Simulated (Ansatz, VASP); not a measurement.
# Two plane-wave programs on ZnReH

Contents of INCAR:

```
SYSTEM = ZnReH
PREC = Accurate ; ENCUT = 520
EDIFF = 1E-6 ; ISMEAR = 0
SIGMA = 0.1 ; LREAL = .False.
LASPH = .True. ; NELM = 80
ALGO = Normal ; ISIF = 2
LWAVE = .False. ; LCHARG = .True.
GGA = PE ; LELF = .True.
LVHAR = .True. ; NBANDS = 17
```

KPOINTS

```
regular mesh
0
Gamma
  6 6 6
  0 0 0
```

POSCAR

```
ZnReH
1.0
    3.3401895500      0.0000000000      0.0000000000
   -1.6700947700      2.8926890000      0.0000000000
    0.0000000000      0.0000000000      3.4050797600
Zn Re H
1 1 1
Direct
    0.0000000000      0.0000000000      0.0000000000
    0.6666666700      0.3333333300      0.5000000000
    0.3333333300      0.6666666700      0.0000000000
```

Input for Ansatz:

```yaml
crystal:
  lattice:
    - [3.34018955, 0.0, 0.0]
    - [-1.67009477, 2.892689, 0.0]
    - [0.0, 0.0, 3.40507976]
  atoms:
    - { symbol: Zn, position: [0.0, 0.0, 0.0] }
    - { symbol: Re, position: [0.66666667, 0.33333333, 0.5] }
    - { symbol: H, position: [0.33333333, 0.66666667, 0.0] }
basis:
  ecutwfc: 420
kpoints:
  mp_grid: { grid: [6, 6, 6] }
hamiltonian:
  xc: pbe
scf:
  occupations: { method: gaussian, width: 0.1 }
  lower_state_search: "off"
output:
  forces: true
  stress: true
  eigenvalues: true
```

Change from the starting cell: species swapped into the YHSe type (P-6m2, No. 187).

Alike in both runs: task single point; functional PBE; k mesh 6 × 6 × 6; occupations gaussian, width 0.1 eV; no spin polarisation.

|  | VASP | Ansatz |
| --- | --- | --- |
| version | VASP 6.6.1 | Ansatz 0.2.0 |
| potentials or method | VASP PAW PBE potentials, release 64 (Zn, Re, H), cutoff 520 eV | scalar-relativistic, plane waves, PAW |
| valence electrons in the cell | 20 | 28 |

```tsv
	VASP	Ansatz	Ansatz less VASP
gap on the k mesh at the Fermi level (eV)	none	none	-
pressure (GPa)	-3.7	-4.0	-0.27
traceless stress, the component that is largest in VASP (GPa)	4.48	4.42	-0.059
```

A gap of «none» marks a metal or a gap that the smearing closes. VASP's potentials hold 20 valence electrons a cell and Ansatz's 28, so a difference there can come from the potentials and not from the codes.

The k mesh is coarse, so the values compare programs but aren't converged. Spin-orbit coupling is off throughout.
